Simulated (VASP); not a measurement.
# Rb (P6/mmm) in VASP: single point with BLYP

Aim: the single point of Rb with BLYP.

All numbers are computed with VASP 6.6.1; they aren't measurements. Logs are shortened: lines on timing, memory, paths and dates and some standing lists are left out, and cuts for length are marked.

## 1. The cell of the first run

The structure is hexagonal, space group P6/mmm (No. 191). The conventional cell has a = 8.220 Å, b = 8.220 Å, c = 4.939 Å, α = 90.00°, β = 90.00°, γ = 120.00°.

## 2. Single point, BLYP

Input file INCAR:

```
SYSTEM = Rb
PREC = Accurate
ENCUT = 520
EDIFF = 1E-6
ISMEAR = -1
SIGMA = 0.1
LREAL = .FALSE.
LASPH = .TRUE.
NELM = 80
ALGO = Normal
ISIF = 2
LWAVE = .FALSE.
LCHARG = .FALSE.
GGA = B5
ALDAX = 1.0
AGGAX = 1.0
AGGAC = 1.0
ALDAC = 0.0
NBANDS = 20
```

Input file KPOINTS:

```
Automatic mesh
0
G
  5 5 7
  0 0 0
```

Input file POSCAR:

```
Rb
1.0
    8.2199132229      0.0000000000      0.0000000000
   -4.1099566115      7.1186536679      0.0000000000
    0.0000000000      0.0000000000      4.9393614309
Rb
3
Direct
    1.0000000000      0.0000000000      1.0000000000
    0.3333333333      0.6666666667      0.5000000000
    0.6666666667      0.3333333333      0.5000000000
```

Potentials or basis: VASP PAW PBE potentials, release 64 (Rb_sv).

Launch:

```console
$ cat potpaw_PBE.64/Rb_sv/POTCAR > POTCAR
$ mpirun -np 1 vasp_std > vasp.out
```

OUTCAR:

```text
SYSTEM = Rb
   PREC = Accurate
   ENCUT = 520
   EDIFF = 1E-6
   ISMEAR = -1
   LREAL = .FALSE.
   LASPH = .TRUE.
   NELM = 80
   ISIF = 2
   GGA = B5

 ion  position               nearest neighbor table
   1  0.000  0.000  0.000-   2 5.35   3 5.35   2 5.35   3 5.35   2 5.35   2 5.35   3 5.35   3 5.35
                             3 5.35   3 5.35   2 5.35   2 5.35
   2  0.333  0.667  0.500-   3 4.75   3 4.75   3 4.75   1 5.35   1 5.35   1 5.35   1 5.35   1 5.35
                             1 5.35
   3  0.667  0.333  0.500-   2 4.75   2 4.75   2 4.75   1 5.35   1 5.35   1 5.35   1 5.35   1 5.35
                             1 5.35

  LATTYP: Found a hexagonal cell.
 ALAT       =     8.2199132229
 C/A-ratio  =     0.6009018948

  Lattice vectors:

 A1 = (   8.2199132229,   0.0000000000,   0.0000000000)
 A2 = (  -4.1099566115,   7.1186536679,   0.0000000000)
 A3 = (   0.0000000000,   0.0000000000,   4.9393614309)

Analysis of symmetry for initial positions (statically):
=====================================================================
 Subroutine PRICEL returns:
 Original cell was already a primitive cell.

 Routine SETGRP: Setting up the symmetry group for a
 hexagonal supercell.

 Subroutine GETGRP returns: Found 24 space group operations
 (whereof 24 operations were pure point group operations)
 out of a pool of 24 trial point group operations.

The static configuration has the point symmetry D_6h.

Analysis of symmetry for dynamics (positions and initial velocities):
=====================================================================
 Subroutine PRICEL returns:
 Original cell was already a primitive cell.

 Routine SETGRP: Setting up the symmetry group for a
 hexagonal supercell.

 Subroutine GETGRP returns: Found 24 space group operations
 (whereof 24 operations were pure point group operations)
 out of a pool of 24 trial point group operations.

The dynamic configuration has the point symmetry D_6h.

 Subroutine INISYM returns: Found 24 space group operations
 (whereof 24 operations are pure point group operations),
 and found     1 'primitive' translations

----------------------------------------------------------------------------------------

                                     Primitive cell

  volume of cell :     289.0253

  direct lattice vectors                    reciprocal lattice vectors
     8.219913223  0.000000000  0.000000000     0.121655786  0.070238001  0.000000000
    -4.109956612  7.118653668  0.000000000     0.000000000  0.140476001  0.000000000
     0.000000000  0.000000000  4.939361431     0.000000000  0.000000000  0.202455320

  length of vectors
     8.219913223  8.219913223  4.939361431     0.140476001  0.140476001  0.202455320

  position of ions in fractional coordinates (direct lattice)
     0.000000000  0.000000000  0.000000000
     0.333333333  0.666666667  0.500000000
     0.666666667  0.333333333  0.500000000

  ion indices of the primitive-cell ions
   primitive index   ion index
                 1           1
                 2           2
                 3           3

----------------------------------------------------------------------------------------

 KPOINTS: Automatic mesh

Automatic generation of k-mesh.
 Grid dimensions read from file:
 generate k-points for:    5    5    7

 Generating k-lattice:

  Cartesian coordinates                     Fractional coordinates (reciprocal lattice)
     0.024331157  0.014047600  0.000000000     0.200000000  0.000000000  0.000000000
     0.000000000  0.028095200  0.000000000     0.000000000  0.200000000  0.000000000
     0.000000000  0.000000000  0.028922189     0.000000000  0.000000000  0.142857143

  Length of vectors
     0.028095200  0.028095200  0.028922189

  Shift w.r.t. Gamma in fractional coordinates (k-lattice)
     0.000000000  0.000000000  0.000000000

 Subroutine IBZKPT returns following result:
 ===========================================

 Found     20 irreducible k-points:

 Following reciprocal coordinates:
            Coordinates               Weight
  0.000000  0.000000  0.000000      1.000000
  0.200000 -0.000000  0.000000      6.000000
  0.400000 -0.000000  0.000000      6.000000
  0.200000  0.200000  0.000000      6.000000
  0.400000  0.200000  0.000000      6.000000
  0.000000  0.000000  0.142857      2.000000
[... 12 lines left out ...]
  0.200000  0.200000  0.428571     12.000000
  0.400000  0.200000  0.428571     12.000000
   k-points           NKPTS =     20   k-points in BZ     NKDIM =     20   number of bands    NBANDS=     20
   number of dos      NEDOS =    301   number of ions     NIONS =      3
   total plane-waves  NPLWV = 163840
   dimension x,y,z NGX =    64 NGY =   64 NGZ =   40
   dimension x,y,z NGXF=   128 NGYF=  128 NGZF=   80
   ions per type =               3
   NGX,Y,Z   is equivalent  to a cutoff of  12.94, 12.94, 13.46 a.u.
   NGXF,Y,Z  is equivalent  to a cutoff of  25.89, 25.89, 26.93 a.u.
 SYSTEM =  Rb
   PREC   = accura    normal or accurate (medium, high low for compatibility)
   ISTART =      0    job   : 0-new  1-cont  2-samecut
   ICHARG =      2    charge: 1-file 2-atom 10-const
   ISPIN  =      1    spin polarized calculation?
   LNONCOLLINEAR =      F non collinear calculations
   LSORBIT =      F    spin-orbit coupling
   LASPH  =      T    aspherical Exc in radial PAW
   ENCUT  =  520.0 eV  38.22 Ry    6.18 a.u.  15.28 15.28  9.18*2*pi/ulx,y,z
   NELM   =     80;   NELMIN=  2; NELMDL= -5     # of ELM steps
   EDIFF  = 0.1E-05   stopping-criterion for ELM
   LREAL  =      F    real-space projection
   EDIFFG = 0.1E-04   stopping-criterion for IOM
   NSW    =      0    number of steps for IOM
   IBRION =     -1    ionic relax: 0-MD 1-quasi-New 2-CG
   NFREE  =      0    steps in history (QN), initial steepest desc. (CG)
   ISIF   =      2    stress and relaxation
   ISYM   =      2    0-nonsym 1-usesym 2-fastsym
   POTIM  = 0.5000    time-step for ionic-motion
   TEBEG  =    0.0;   TEEND  =   0.0 temperature during run
   PSTRESS=    0.0 pullay stress
   NELECT =      27.0000    total number of electrons
   NUPDOWN=      -1.0000    fix difference up-down
   EMIN   =  10.00;   EMAX   =-10.00  energy-range for DOS
   EFERMI =   0.00;   METHOD = LEGACY
   ISMEAR =    -1;   SIGMA  =   0.10  broadening in eV -4-tet -1-fermi 0-gaus
   EFERMI_NEDOS =   21; number of points for ismear=-14 and -15
   IALGO  =     38    algorithm
   IMIX   =      4    mixing-type and parameters
     AMIX     =   0.40;   BMIX     =  1.00
     AMIX_MAG =   1.60;   BMIX_MAG =  1.00
  volume/ion in A,a.u.               =      96.34       650.15
  Fermi-wavevector in a.u.,A,eV,Ry     =   0.742821  1.403728  7.507462  0.551783
  Thomas-Fermi vector in A             =   1.837790
   LORBIT       =      0    0 simple, 1 ext, 2 COOP (PROOUT), +10 PAW based schemes
   GGA     = B5    functional components
   LHFCALC =     F    Hartree Fock is set to
   AEXX    =    0.0000 exact exchange contribution
   IVDW    =     0    specifies the selected vdW correction
   LEPSILON=     F    determine dielectric tensor
   LRPA    =     F    only Hartree local field effects (RPA)
 non-spin polarized calculation
  energy-cutoff  :      520.00
  volume of cell :      289.03
 maximum number of plane-waves:      7824
 NGX is ok and might be reduce to    64
   NGX = 31   NGY = 31   NGZ = 19

 number of electron      27.0000000 magnetization

 Free energy of the ion-electron system (eV)
  ---------------------------------------------------
  ext. energy  EPLUGINS =         0.00000000
  ---------------------------------------------------
  free energy    TOTEN  =        -1.84218808 eV

  energy without entropy =       -1.75650154  energy(sigma->0) =       -1.79934481

 E-fermi :   0.3073     XC(G=0):  -4.9264

 val. band max:        0.2805383760   @ k =   0.2000   0.2000   0.1429
 cond. band min:       0.5035434376   @ k =   0.2000  -0.0000   0.0000
 fundamental gap:      0.2230050616
 Fermi energy:         0.3072649260

 k-point     1 :       0.0000    0.0000    0.0000
  band No.  band energies     occupation
      1     -28.7418      2.00000
      2     -28.7371      2.00000
      3     -28.7087      2.00000
      4     -12.9100      2.00000
      5     -12.9100      2.00000
      6     -12.8665      2.00000
[... 12 lines left out ...]
     19       1.4519      0.00002
     20       3.1565      0.00000

 k-point     2 :       0.2000   -0.0000    0.0000
  band No.  band energies     occupation
      1     -28.7414      2.00000
      2     -28.7375      2.00000
      3     -28.7087      2.00000
      4     -12.9147      2.00000
      5     -12.9083      2.00000
      6     -12.8599      2.00000
[... 12 lines left out ...]
     19       2.2879      0.00000
     20       3.2768      0.00000

 k-point     3 :       0.4000   -0.0000    0.0000
  band No.  band energies     occupation
      1     -28.7405      2.00000
      2     -28.7384      2.00000
      3     -28.7087      2.00000
      4     -12.9207      2.00000
      5     -12.8984      2.00000
      6     -12.8639      2.00000
[... 12 lines left out ...]
     19       2.8005      0.00000
     20       2.9051      0.00000

 k-point     4 :       0.2000    0.2000    0.0000
  band No.  band energies     occupation
      1     -28.7407      2.00000
      2     -28.7382      2.00000
      3     -28.7087      2.00000
      4     -12.9175      2.00000
      5     -12.9037      2.00000
      6     -12.8615      2.00000
[... 337 lines left out ...]
 k-point    19 :       0.2000    0.2000    0.4286
  band No.  band energies     occupation
      1     -28.7390      2.00000
      2     -28.7365      2.00000
      3     -28.7071      2.00000
      4     -12.9141      2.00000
      5     -12.9110      2.00000
      6     -12.9034      2.00000
[... 12 lines left out ...]
     19       2.3659      0.00000
     20       2.6108      0.00000

 k-point    20 :       0.4000    0.2000    0.4286
  band No.  band energies     occupation
      1     -28.7382      2.00000
      2     -28.7373      2.00000
      3     -28.7071      2.00000
      4     -12.9152      2.00000
      5     -12.9119      2.00000
      6     -12.9066      2.00000
[... 12 lines left out ...]
     19       2.4073      0.00000
     20       2.9781      0.00000

------------------------ aborting loop because EDIFF is reached ----------------------------------------

  FORCE on cell =-STRESS in cart. coord.  units (eV):
  Direction    XX          YY          ZZ          XY          YZ          ZX
  --------------------------------------------------------------------------------------
  -------------------------------------------------------------------------------------
  Total        0.0208483      0.0208483      0.0021571     -0.0000000     -0.0000000      0.0000000
  in kB        0.1155701      0.1155701      0.0119576     -0.0000000     -0.0000000      0.0000000
  external PRESSURE =       0.0810326 kB  Pullay stress =       0.0000000 kB

 VOLUME and BASIS-vectors are now :
 -----------------------------------------------------------------------------
  energy-cutoff  :      520.00
  volume of cell :      289.03
      direct lattice vectors                 reciprocal lattice vectors
     8.219913223  0.000000000  0.000000000     0.121655786  0.070238001  0.000000000
    -4.109956612  7.118653668  0.000000000     0.000000000  0.140476001  0.000000000
     0.000000000  0.000000000  4.939361431     0.000000000  0.000000000  0.202455320

 POSITION                                       TOTAL-FORCE (eV/Angst)
 -----------------------------------------------------------------------------------
      0.00000      0.00000      0.00000         0.000000      0.000000      0.000000
     -0.00000      4.74577      2.46968         0.000000     -0.000000     -0.000000
      4.10996      2.37288      2.46968        -0.000000      0.000000      0.000000
 -----------------------------------------------------------------------------------
    total drift:                                0.000000     -0.000000      0.000000

  FREE ENERGIE OF THE ION-ELECTRON SYSTEM (eV)
  ---------------------------------------------------
  free  energy   TOTEN  =        -1.8421880762 eV

  energy  without entropy=       -1.7565015399  energy(sigma->0) =       -1.79934481
```

Wall time 77 s (1 thread of Intel Xeon 6975P-C (Granite Rapids), shared host); peak memory 0.43 GiB.

Results:

```yaml
Free_energy: -1.8422 eV
Pressure: 0.0 GPa
```

Levels at points of the mesh, in eV from the Fermi level:
| k point | band 9 | band 10 | band 11 | band 12 | band 13 | band 14 | band 15 | band 16 | band 17 | band 18 |
| --- | --- | --- | --- | --- | --- | --- | --- | --- | --- | --- |
| (0.00, 0.00, 0.00) | -13.15 | -13.14 | -13.14 | -13.12 | -1.89 | 1.02 | 1.12 | 1.12 | 1.14 | 1.14 |

Caveat: the PAW data sets were made with another functional, which shifts forces and pressure a little.
